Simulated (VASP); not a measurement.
# Ir (P6_3/mmc) in VASP: notebook, part 2 of 2

VASP 6.6.1. The steps go on from the part before.

## 4. Relaxation of cell and atoms, PBEsol

The input, INCAR:

```
SYSTEM = Ir
PREC = Accurate
ENCUT = 600
EDIFF = 1E-6
ISMEAR = 0
SIGMA = 0.1
LREAL = .False.
LASPH = .True.
NELM = 80
ALGO = Normal
ISIF = 3
LWAVE = .False.
LCHARG = .False.
GGA = PS
IBRION = 2
NSW = 100
EDIFFG = -0.005
```

The input, KPOINTS:

```
regular mesh
0
Gamma
  18 18 10
  0 0 0
```

The input, POSCAR:

```
Ir
1.0
    2.7164606763      0.0000000000      0.0000000000
   -1.3582303382      2.3525239541      0.0000000000
    0.0000000000      0.0000000000      4.4075463864
Ir
2
Direct
    0.6666666667      0.3333333333      0.7500000000
    0.3333333333      0.6666666667      0.2500000000
```

Potentials or basis: VASP PAW PBE potentials, release 64 (Ir).

The run is started by

```sh
$ cat potpaw_PBE.64/Ir/POTCAR > POTCAR
$ mpirun -np 1 vasp_std > vasp.out
```

OUTCAR:

```text
SYSTEM = Ir
   PREC = Accurate
   ENCUT = 600
   EDIFF = 1E-6
   ISMEAR = 0
   LREAL = .False.
   LASPH = .True.
   NELM = 80
   ISIF = 3
   GGA = PS
   IBRION = 2
   NSW = 100
   EDIFFG = -0.005

 ion  position               nearest neighbor table
   1  0.667  0.333  0.750-   2 2.70   2 2.70   2 2.70   2 2.70   2 2.70   2 2.70
   2  0.333  0.667  0.250-   1 2.70   1 2.70   1 2.70   1 2.70   1 2.70   1 2.70

  LATTYP: Found a hexagonal cell.
 ALAT       =     2.7164606763
 C/A-ratio  =     1.6225327408

  Lattice vectors:

 A1 = (   2.7164606763,   0.0000000000,   0.0000000000)
 A2 = (  -1.3582303382,   2.3525239541,   0.0000000000)
 A3 = (   0.0000000000,   0.0000000000,   4.4075463864)

Analysis of symmetry for initial positions (statically):
[... 382 lines left out ...]
      5       6.4951      2.00000
      6       7.1604      2.00000
      7       7.1604      2.00000
      8       7.9688      2.00000
      9       7.9688      2.00000
     10       9.4836      2.00000
     11      10.6428      0.00015
     12      10.6428      0.00015
     13      17.4166      0.00000
[... 354 lines left out ...]
  band No.  band energies     occupation
      1       3.0968      2.00000
      2       3.1904      2.00000
      3       3.5204      2.00000
      4       6.0938      2.00000
      5       6.2534      2.00000
      6       6.7585      2.00000
      7       7.3453      2.00000
      8      10.5388      0.02020
      9      11.0104      0.00000
     10      11.1429      0.00000
     11      12.9148      0.00000
     12      16.0663      0.00000
     13      18.4983      0.00000

 [... further k-points ...]

------------------------ aborting loop because EDIFF is reached ----------------------------------------

  FORCE on cell =-STRESS in cart. coord.  units (eV):
  Direction    XX          YY          ZZ          XY          YZ          ZX
  --------------------------------------------------------------------------------------
  -------------------------------------------------------------------------------------
  Total       -0.0018491     -0.0018491     -0.0024652      0.0000000     -0.0000000      0.0000000
  in kB       -0.1046922     -0.1046922     -0.1395699      0.0000000     -0.0000000      0.0000000
  external PRESSURE =      -0.1163181 kB  Pullay stress =       0.0000000 kB
[... 17 lines left out ...]
  FREE ENERGIE OF THE ION-ELECTRON SYSTEM (eV)
  ---------------------------------------------------
  free  energy   TOTEN  =       -19.4925106185 eV

  energy  without entropy=      -19.4824545742  energy(sigma->0) =      -19.48748260

 reached required accuracy - stopping structural energy minimisation
```

OSZICAR:

```text
N       E                     dE             d eps       ncg     rms          rms(c)
DAV:   1     0.163456871024E+03    0.16346E+03   -0.94710E+03  5772   0.156E+03
DAV:   2    -0.135424788675E+02   -0.17700E+03   -0.16383E+03  5922   0.388E+02
[... 62 lines left out ...]
  10 F= -.19492504E+02 E0= -.19487473E+02  d E =0.585420E-05
       N       E                     dE             d eps       ncg     rms          rms(c)
DAV:   1    -0.194925257681E+02   -0.21124E-04   -0.55633E-04  5822   0.359E-01    0.386E-02
DAV:   2    -0.194925116962E+02    0.14072E-04   -0.26851E-05  6227   0.728E-02    0.135E-02
DAV:   3    -0.194925103894E+02    0.13068E-05   -0.53388E-06  5662   0.305E-02    0.399E-03
DAV:   4    -0.194925106185E+02   -0.22903E-06   -0.19148E-07  2896   0.496E-03
  11 F= -.19492511E+02 E0= -.19487483E+02  d E =-.416765E-06
```

Run time: 2.5 min. Hardware: 1 thread of Intel Xeon Platinum 8488C (Sapphire Rapids), shared host; peak memory 0.24 GiB.

Results:

* Free energy: -19.4925 eV
* Relaxed volume: 14.15 Å³/atom
* Relaxed cell: a = 2.721 Å, b = 2.721 Å, c = 4.412 Å, α = 90.00°, β = 90.00°, γ = 120.00°
* Space group after relaxing (to 0.1 Å): P6_3/mmc (No. 194)
* Energy gained by relaxing: 0.4 meV/atom
* Ionic steps: 11
* Pressure after relaxing: 0.0 GPa
* Band gap on the k mesh: zero (bands 9 and 10 overlap by 3.36 eV)

The path:
| step | energy change (eV) | largest force (eV/Å) | pressure (GPa) | volume (Å³) |
| --- | --- | --- | --- | --- |
| 1 | 0.0000 | 0.0000 | 1.84 | 28.17 |
| 2 | 0.0110 | 0.0000 | -6.87 | 28.83 |
| 3 | -0.0007 | 0.0000 | -0.02 | 28.30 |
| 4 | -0.0007 | 0.0000 | -0.02 | 28.30 |
| 5 | -0.0007 | 0.0000 | 0.10 | 28.29 |
| 6 | -0.0007 | 0.0000 | 0.04 | 28.29 |
| 7 | -0.0008 | 0.0000 | 0.06 | 28.29 |
| 8 | -0.0008 | 0.0000 | 0.05 | 28.29 |
| 9 | -0.0008 | 0.0000 | 0.05 | 28.29 |
| 10 | -0.0007 | 0.0000 | -0.14 | 28.31 |
| 11 | -0.0008 | 0.0000 | -0.01 | 28.30 |

Final structure:
```
CELL_PARAMETERS angstrom
2.72143 0.00000 0.00000
-1.36071 2.35683 0.00000
0.00000 0.00000 4.41208
ATOMIC_POSITIONS crystal
Ir 0.66667 0.33333 0.75000
Ir 0.33333 0.66667 0.25000
```

Levels at points of the mesh, in eV from the Fermi level:
```tsv
k point	band 5	band 6	band 7	band 8	band 9	band 10	band 11	band 12	band 13
(0.00, 0.00, 0.00)	-3.88	-3.21	-3.21	-2.41	-2.41	-0.89	0.27	0.27	7.04
(0.50, 0.00, 0.00)	-3.61	-3.52	-3.02	0.71	0.98	1.13	2.94	4.39	8.21
(0.00, 0.00, 0.50)	-4.00	-4.00	-4.00	-4.00	-0.48	-0.48	-0.48	-0.48	13.59
(0.50, 0.00, 0.50)	-2.16	-2.16	-1.02	-1.02	0.96	0.96	2.00	2.00	7.64
```

Caveat: the PAW data sets were made with another functional, which shifts forces and pressure a little; spin-orbit coupling is left out, which moves the levels of the heavy elements.

## 5. Overview

| task | cell | k mesh | cutoff (eV) | smearing | gap on the mesh (eV) | pressure (GPa) |
| --- | --- | --- | --- | --- | --- | --- |
| single point | a = 2.719, b = 2.719, c = 4.408 Å, angles 90.0, 90.0, 120.0°, 2 atoms | 21 × 21 × 12 | 520 | gaussian 0.15 eV | none | 1.1 |
| single point | a = 2.719, b = 2.719, c = 4.408 Å, angles 90.0, 90.0, 120.0°, 2 atoms | 18 × 18 × 10 | 520 | gaussian 0.1 eV | none | 1.0 |
| relaxation of cell and atoms | relaxed from a = 2.716, b = 2.716, c = 4.408 Å, angles 90.0, 90.0, 120.0°, 2 atoms | 18 × 18 × 10 | 600 | gaussian 0.1 eV | none | 0.0 |

Alike in all rows: level PBEsol; potentials or basis VASP PAW PBE potentials, release 64 (Ir); no spin polarisation.

Caveats: the PAW data sets were made with another functional, which shifts forces and pressure a little; spin-orbit coupling is left out, which moves the levels of the heavy elements.

Total energies depend on the potentials used, so only differences within one code and one set of settings carry meaning.
